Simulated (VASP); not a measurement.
A run of VASP 6.6.1:

The input POSCAR:

```
Ti
1.0
    2.1784607123      2.1784607123      0.0000000000
   -2.1784607123      2.1784607123      0.0000000000
    0.0000000000      0.0000000000      3.9623323145
Ti
2
Direct
    0.0000000000      0.0000000000      0.0000000000
    0.5000000000      0.5000000000      0.5000000000
```

The input INCAR.step1:

```
PREC = Accurate
ENCUT = 520
ISMEAR = 0
SIGMA = 0.1
LREAL = False
LASPH = True
NELM = 60
NBANDS = 19
GGA = PE
ALGO = Normal
EDIFF = 1E-4
LWAVE = True
LCHARG = False
```

INCAR.step2

```
PREC = Accurate
ENCUT = 520
EDIFF = 1E-7
ISMEAR = 0
SIGMA = 0.1
LREAL = False
LASPH = True
NELM = 60
ALGO = Normal
ISIF = 2
LWAVE = False
LCHARG = False
METAGGA = R2SCAN
LMIXTAU = True
NBANDS = 19
ISTART = 1
```

Contents of KPOINTS:

```
Automatic mesh
0
Gamma
  18 18 12
```

Potentials or basis: VASP PAW PBE potentials, release 64 (Ti_sv).

Launch:

```bash
$ cat potpaw_PBE.64/Ti_sv/POTCAR > POTCAR
$ cp INCAR.step1 INCAR
$ mpirun -np 1 vasp_std > vasp.out
$ cp INCAR.step2 INCAR
$ mpirun -np 1 vasp_std > vasp.out
```

Hardware: 1 thread of AMD EPYC 9R14 (Zen 4), with other jobs on the host.

Q: Estimate the wall time of this run.

A: It took 9.6 min on 1 thread of AMD EPYC 9R14 (Zen 4) (shared host), peak memory 0.29 GiB. Counts: k points 385.
